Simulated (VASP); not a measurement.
# VMo2S6 (P-3m1) in VASP: single point with PBE

Aim: the single point of VMo2S6 with PBE.

Everything below comes from runs of VASP 6.6.1. Logs are shortened: lines on timing, memory, paths and dates and some standing lists are left out, and cuts for length are marked.

### 1 The cell of the first run

It takes space group P-3m1 (No. 164, trigonal). The conventional cell has a = 3.147 Å, b = 3.147 Å, c = 22.325 Å, α = 90.00°, β = 90.00°, γ = 120.00°. V (site symmetry -3m) has 6 S at 2.33 Å and 6 V at 3.15 Å within 3.2 Å. Within 3.2 Å of Mo (site symmetry 3m) lie 6 S at 2.33 Å and 6 Mo at 3.15 Å. Within 3.2 Å of S (site symmetry 3m) lie 3 Mo at 2.33 Å and 6 S at 3.15 Å. Within 3.2 Å of S (site symmetry 3m) lie 3 Mo at 2.33 Å and 6 S at 3.15 Å. Within 3.2 Å of S (site symmetry 3m) lie 3 V at 2.33 Å and 6 S at 3.15 Å.

### 2 Single point, PBE, collinear spin, ferromagnetic start

Contents of INCAR:

```
SYSTEM = VMo2S6
ALGO = Normal ; EDIFF = 1E-6
ENCUT = 520 ; GGA = PE
ISIF = 2 ; ISMEAR = 0
ISPIN = 2 ; LASPH = .True.
LCHARG = .True. ; LELF = .True.
LMAXMIX = 4 ; LORBIT = 11
LREAL = .False. ; LVHAR = .True.
LWAVE = .False. ; MAGMOM = 2 1 1 0 0 0 0 0 0
NBANDS = 52 ; NELM = 150
PREC = Accurate ; SIGMA = 0.1
```

Contents of KPOINTS:

```
k-points
0
Gamma
  6 6 1
  0 0 0
```

Contents of POSCAR:

```
VMo2S6
1.0
    3.1471508700      0.0000000000      0.0000000000
   -1.5735754300      2.7255126000      0.0000000000
    0.0000000000      0.0000000000     22.3252886000
V Mo S
1 2 6
Direct
    0.0000000000      0.0000000000      0.5000000000
    0.3333333300      0.6666666700      0.8333333300
    0.6666666700      0.3333333300      0.1666666700
    0.6666666700      0.3333333300      0.7679066500
    0.0000000000      0.0000000000      0.1012399800
    0.3333333300      0.6666666700      0.4345733100
    0.6666666700      0.3333333300      0.5654266900
    0.0000000000      0.0000000000      0.8987600200
    0.3333333300      0.6666666700      0.2320933500
```

Potentials or basis: VASP PAW PBE potentials, release 64 (V_sv, Mo_sv, S).

Launch:

```console
$ cat potpaw_PBE.64/V_sv/POTCAR potpaw_PBE.64/Mo_sv/POTCAR potpaw_PBE.64/S/POTCAR > POTCAR
$ mpirun -np 1 vasp_std > vasp.out
```

OUTCAR:

```text
SYSTEM = VMo2S6
   EDIFF = 1E-6
   ENCUT = 520
   GGA = PE
   ISIF = 2
   ISMEAR = 0
   ISPIN = 2
   LASPH = .True.
   LORBIT = 11
   LREAL = .False.
   NELM = 150
   PREC = Accurate

 ion  position               nearest neighbor table
   1  0.000  0.000  0.500-   6 2.33   7 2.33   6 2.33   7 2.33   7 2.33   6 2.33
   2  0.333  0.667  0.833-   4 2.33   4 2.33   4 2.33   8 2.33   8 2.33   8 2.33
   3  0.667  0.333  0.167-   9 2.33   9 2.33   9 2.33   5 2.33   5 2.33   5 2.33
   4  0.667  0.333  0.768-   2 2.33   2 2.33   2 2.33
   5  0.000  0.000  0.101-   3 2.33   3 2.33   3 2.33
   6  0.333  0.667  0.435-   1 2.33   1 2.33   1 2.33
   7  0.667  0.333  0.565-   1 2.33   1 2.33   1 2.33
   8  0.000  0.000  0.899-   2 2.33   2 2.33   2 2.33
   9  0.333  0.667  0.232-   3 2.33   3 2.33   3 2.33

  LATTYP: Found a hexagonal cell.
 ALAT       =     3.1471508700
 C/A-ratio  =     7.0938094557

  Lattice vectors:

 A1 = (   3.1471508700,   0.0000000000,   0.0000000000)
 A2 = (  -1.5735754300,   2.7255126000,   0.0000000000)
 A3 = (   0.0000000000,   0.0000000000,  22.3252886000)

Analysis of symmetry for initial positions (statically):
=====================================================================
 Subroutine PRICEL returns:
 Original cell was already a primitive cell.

 Routine SETGRP: Setting up the symmetry group for a
 hexagonal supercell.

 Subroutine GETGRP returns: Found 12 space group operations
 (whereof 12 operations were pure point group operations)
 out of a pool of 24 trial point group operations.

The static configuration has the point symmetry D_3d.

Analysis of symmetry for dynamics (positions and initial velocities):
=====================================================================
 Subroutine PRICEL returns:
 Original cell was already a primitive cell.

 Routine SETGRP: Setting up the symmetry group for a
 hexagonal supercell.

 Subroutine GETGRP returns: Found 12 space group operations
 (whereof 12 operations were pure point group operations)
 out of a pool of 24 trial point group operations.

The dynamic configuration has the point symmetry D_3d.

Analysis of structural, dynamic, and magnetic symmetry:
=====================================================================
 Subroutine PRICEL returns:
 Original cell was already a primitive cell.

 Routine SETGRP: Setting up the symmetry group for a
 hexagonal supercell.

 Subroutine GETGRP returns: Found 12 space group operations
 (whereof 12 operations were pure point group operations)
 out of a pool of 24 trial point group operations.

The overall configuration has the point symmetry D_3d.

 Subroutine INISYM returns: Found 12 space group operations
 (whereof 12 operations are pure point group operations),
 and found     1 'primitive' translations

----------------------------------------------------------------------------------------

                                     Primitive cell

  volume of cell :     191.4974

  direct lattice vectors                    reciprocal lattice vectors
     3.147150870  0.000000000  0.000000000     0.317747716  0.183451729  0.000000000
    -1.573575430  2.725512600  0.000000000     0.000000000  0.366903459  0.000000000
     0.000000000  0.000000000 22.325288600     0.000000000  0.000000000  0.044792254

  length of vectors
     3.147150870  3.147150865 22.325288600     0.366903458  0.366903459  0.044792254

  position of ions in fractional coordinates (direct lattice)
     0.000000000  0.000000000  0.500000000
     0.333333330  0.666666670  0.833333330
     0.666666670  0.333333330  0.166666670
     0.666666670  0.333333330  0.767906650
     0.000000000  0.000000000  0.101239980
     0.333333330  0.666666670  0.434573310
     0.666666670  0.333333330  0.565426690
     0.000000000  0.000000000  0.898760020
     0.333333330  0.666666670  0.232093350

  ion indices of the primitive-cell ions
   primitive index   ion index
                 1           1
                 2           2
                 3           3
[... 44 lines left out ...]
   total plane-waves  NPLWV =  96768
   dimension x,y,z NGX =    24 NGY =   24 NGZ =  168
   dimension x,y,z NGXF=    48 NGYF=   48 NGZF=  336
   ions per type =               1   2   6
   NGX,Y,Z   is equivalent  to a cutoff of  12.68, 12.68, 12.51 a.u.
   NGXF,Y,Z  is equivalent  to a cutoff of  25.36, 25.36, 25.02 a.u.
 SYSTEM =  VMo2S6
   PREC   = accura    normal or accurate (medium, high low for compatibility)
   ISTART =      0    job   : 0-new  1-cont  2-samecut
   ICHARG =      2    charge: 1-file 2-atom 10-const
   ISPIN  =      2    spin polarized calculation?
   LNONCOLLINEAR =      F non collinear calculations
   LSORBIT =      F    spin-orbit coupling
   LASPH  =      T    aspherical Exc in radial PAW
   ENCUT  =  520.0 eV  38.22 Ry    6.18 a.u.   5.85  5.85 41.51*2*pi/ulx,y,z
   NELM   =    150;   NELMIN=  2; NELMDL= -5     # of ELM steps
   EDIFF  = 0.1E-05   stopping-criterion for ELM
   LREAL  =      F    real-space projection
   EDIFFG = 0.1E-04   stopping-criterion for IOM
   NSW    =      0    number of steps for IOM
   IBRION =     -1    ionic relax: 0-MD 1-quasi-New 2-CG
   NFREE  =      0    steps in history (QN), initial steepest desc. (CG)
   ISIF   =      2    stress and relaxation
   ISYM   =      2    0-nonsym 1-usesym 2-fastsym
   POTIM  = 0.5000    time-step for ionic-motion
   TEBEG  =    0.0;   TEEND  =   0.0 temperature during run
   PSTRESS=    0.0 pullay stress
   NELECT =      77.0000    total number of electrons
   NUPDOWN=      -1.0000    fix difference up-down
   EMIN   =  10.00;   EMAX   =-10.00  energy-range for DOS
   EFERMI =   0.00;   METHOD = LEGACY
   ISMEAR =     0;   SIGMA  =   0.10  broadening in eV -4-tet -1-fermi 0-gaus
   EFERMI_NEDOS =   21; number of points for ismear=-14 and -15
   IALGO  =     38    algorithm
   IMIX   =      4    mixing-type and parameters
     AMIX     =   0.40;   BMIX     =  1.00
     AMIX_MAG =   1.60;   BMIX_MAG =  1.00
  volume/ion in A,a.u.               =      21.28       143.59
  Fermi-wavevector in a.u.,A,eV,Ry     =   1.208326  2.283405 19.865210  1.460052
  Thomas-Fermi vector in A             =   2.343937
   LORBIT       =     11    0 simple, 1 ext, 2 COOP (PROOUT), +10 PAW based schemes
   GGA     = PE    functional components
   LHFCALC =     F    Hartree Fock is set to
   AEXX    =    0.0000 exact exchange contribution
   IVDW    =     0    specifies the selected vdW correction
   LEPSILON=     F    determine dielectric tensor
   LRPA    =     F    only Hartree local field effects (RPA)
 spin polarized calculation
 Gauss-broadening in eV      SIGMA  =   0.10
  energy-cutoff  :      520.00
  volume of cell :      191.50
 maximum number of plane-waves:      5174
 NGX is ok and might be reduce to    24
   NGX = 11   NGY = 11   NGZ = 83

 number of electron      77.0000004 magnetization       0.6063534

 Free energy of the ion-electron system (eV)
  ---------------------------------------------------
  ext. energy  EPLUGINS =         0.00000000
  ---------------------------------------------------
  free energy    TOTEN  =       -61.20899174 eV

  energy without entropy =      -61.19805240  energy(sigma->0) =      -61.20352207

 E-fermi :   5.0178     XC(G=0):  -9.2508

 val. band max:        5.0019275769   @ k =   0.3333   0.1667   0.0000
 cond. band min:       5.1610170446   @ k =   0.1667  -0.0000   0.0000
 fundamental gap:      0.1590894677
 Fermi energy:         5.0177525931

 spin component 1

 k-point     1 :       0.0000    0.0000    0.0000
  band No.  band energies     occupation
      1     -60.0398      1.00000
      2     -56.5446      1.00000
      3     -56.5446      1.00000
      4     -33.8507      1.00000
      5     -33.8507      1.00000
      6     -33.8336      1.00000
[... 360 lines left out ...]
     49       8.8261      0.00000
     50       8.8261      0.00000
 Fermi energy:         5.0177525931

 spin component 2

 k-point     1 :       0.0000    0.0000    0.0000
  band No.  band energies     occupation
      1     -59.4449      1.00000
      2     -56.5443      1.00000
      3     -56.5443      1.00000
      4     -33.2887      1.00000
      5     -33.2887      1.00000
      6     -33.1900      1.00000
[... 360 lines left out ...]
     49       8.8266      0.00000
     50       8.8266      0.00000
 [bands above 50 left out]

------------------------ aborting loop because EDIFF is reached ----------------------------------------

  FORCE on cell =-STRESS in cart. coord.  units (eV):
  Direction    XX          YY          ZZ          XY          YZ          ZX
  --------------------------------------------------------------------------------------
  -------------------------------------------------------------------------------------
  Total       11.4251761     11.4251761     16.1086052      0.0000000      0.0000000     -0.0000000
  in kB       95.5896004     95.5896002    134.7738648      0.0000002      0.0000000     -0.0000000
  external PRESSURE =     108.6510218 kB  Pullay stress =       0.0000000 kB

 VOLUME and BASIS-vectors are now :
 -----------------------------------------------------------------------------
  energy-cutoff  :      520.00
  volume of cell :      191.50
      direct lattice vectors                 reciprocal lattice vectors
     3.147150870  0.000000000  0.000000000     0.317747716  0.183451729  0.000000000
    -1.573575430  2.725512600  0.000000000     0.000000000  0.366903459  0.000000000
     0.000000000  0.000000000 22.325288600     0.000000000  0.000000000  0.044792254

 POSITION                                       TOTAL-FORCE (eV/Angst)
 -----------------------------------------------------------------------------------
      0.00000      0.00000     11.16264         0.000000      0.000000      0.000000
     -0.00000      1.81701     18.60441        -0.000000      0.000000     -0.001347
      1.57358      0.90850      3.72088         0.000000      0.000000      0.001347
      1.57358      0.90850     17.14374        -0.000000     -0.000000     -2.588593
      0.00000      0.00000      2.26021         0.000000      0.000000     -2.589086
     -0.00000      1.81701      9.70197         0.000000      0.000000     -0.376821
      1.57358      0.90850     12.62331        -0.000000      0.000000      0.376821
      0.00000      0.00000     20.06508        -0.000000      0.000000      2.589086
     -0.00000      1.81701      5.18155         0.000000      0.000000      2.588593
 -----------------------------------------------------------------------------------
    total drift:                               -0.000000      0.000000      0.000000

  FREE ENERGIE OF THE ION-ELECTRON SYSTEM (eV)
  ---------------------------------------------------
  free  energy   TOTEN  =       -61.2089917445 eV

  energy  without entropy=      -61.1980523978  energy(sigma->0) =      -61.20352207

 total charge

# of ion       s       p       d       tot
------------------------------------------
    1        2.263   6.269   3.070  11.602
    2        2.329   6.267   4.060  12.656
    3        2.329   6.267   4.060  12.656
    4        1.365   2.387   0.000   3.752
    5        1.365   2.388   0.000   3.753
    6        1.367   2.342   0.000   3.709
    7        1.367   2.342   0.000   3.709
    8        1.365   2.388   0.000   3.753
    9        1.365   2.387   0.000   3.752
--------------------------------------------------
tot         15.114  33.038  11.189  59.341

 magnetization (x)

# of ion       s       p       d       tot
------------------------------------------
    1        0.008   0.006   0.580   0.594
    2        0.000   0.000   0.000   0.000
    3        0.000   0.000   0.000   0.000
    4        0.000   0.000   0.000   0.000
    5        0.000   0.000   0.000   0.000
    6       -0.001  -0.025   0.000  -0.026
    7       -0.001  -0.025   0.000  -0.026
    8        0.000   0.000   0.000   0.000
    9        0.000   0.000   0.000   0.000
--------------------------------------------------
tot          0.006  -0.044   0.581   0.543
```

Run time: 5.9 min. Hardware: 1 thread of Intel Xeon Platinum 8375C at 2.90GHz (Ice Lake), shared host; peak memory 0.43 GiB.

Results:

* Free energy: -61.2090 eV
* Pressure: 10.9 GPa
* Largest force: 2.589 eV/Å
* Net moment: 0.61 μB per cell
* Site moments: V +0.59; Mo +0.00; S +0.00, -0.03 (each value once) μB
* Valence electrons inside the program's atomic spheres: V 11.60; Mo 12.66; S 3.75, 3.71 (each value once)

Forces on the atoms (eV/Å):
```
V    0.000  0.000  0.000
Mo   0.000  0.000 -0.001
Mo   0.000  0.000  0.001
S    0.000  0.000 -2.589
S    0.000  0.000 -2.589
S    0.000  0.000 -0.377
S    0.000  0.000  0.377
S    0.000  0.000  2.589
S    0.000  0.000  2.589
```

Stress tensor (GPa, compression positive):
```
 9.56  0.00  0.00
 0.00  9.56  0.00
 0.00  0.00 13.48
```

Levels at points of the mesh, in eV from the Fermi level:
Spin up:
```tsv
k point	band 37	band 38	band 39	band 40	band 41	band 42
(0.00, 0.00, 0.00)	-0.44	-0.24	-0.15	-0.15	-0.15	-0.15
(0.50, 0.00, 0.00)	-1.61	-1.26	-1.08	0.70	1.18	1.18
```
Spin down:
| k point | band 36 | band 37 | band 38 | band 39 | band 40 | band 41 |
| --- | --- | --- | --- | --- | --- | --- |
| (0.00, 0.00, 0.00) | -0.24 | -0.15 | -0.15 | -0.15 | -0.15 | 0.16 |
| (0.50, 0.00, 0.00) | -1.61 | -1.61 | -1.28 | -0.60 | 1.18 | 1.18 |

Caveat: the k points lie up to 0.38 Å⁻¹ apart; this functional lacks dispersion, which binds the layers, so the pressure and a relaxed spacing across them are unreliable; forces of over 1 eV/Å act on the atoms, so gaps and moduli don't describe the material at rest. With open d or f shells a metallic result of PBE can be an artefact of self-interaction; +U or a hybrid may open a gap.
